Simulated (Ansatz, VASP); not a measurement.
Two plane-wave programs on Zr

```
CELL_PARAMETERS angstrom
3.16805 0.00000 0.00000
-1.58403 2.74361 0.00000
0.00000 0.00000 10.32067
ATOMIC_POSITIONS crystal
Zr 0.00000 0.00000 0.00000
Zr 0.00000 0.00000 0.50000
Zr 0.33333 0.66667 0.75000
Zr 0.66667 0.33333 0.25000
```

Alike in both runs: functional PBEsol; k mesh 18 × 18 × 6; occupations gaussian, width 0.1 eV; no spin polarisation.

Ansatz relaxed the structure, and its values are those at the end. VASP's run is a single point on that final structure, the one shown.

|  | VASP | Ansatz |
| --- | --- | --- |
| version | VASP 6.6.1 | Ansatz 0.2.0 |
| potentials or method | VASP PAW PBE potentials, release 64 (Zr_sv), cutoff 520 eV | scalar-relativistic, plane waves, PAW |
| valence electrons in the cell | 48 | 48 |

|  | VASP | Ansatz | Ansatz less VASP |
| --- | --- | --- | --- |
| gap on the k mesh at the Fermi level (eV) | none | none | - |
| pressure (GPa) | 0.1 | 0.0 | -0.06 |

VASP's potentials were made for PBE, not for PBEsol. A gap of «none» marks a metal or a gap that the smearing closes. With one functional, cell and mesh, what is left measures potentials, basis and numerics.
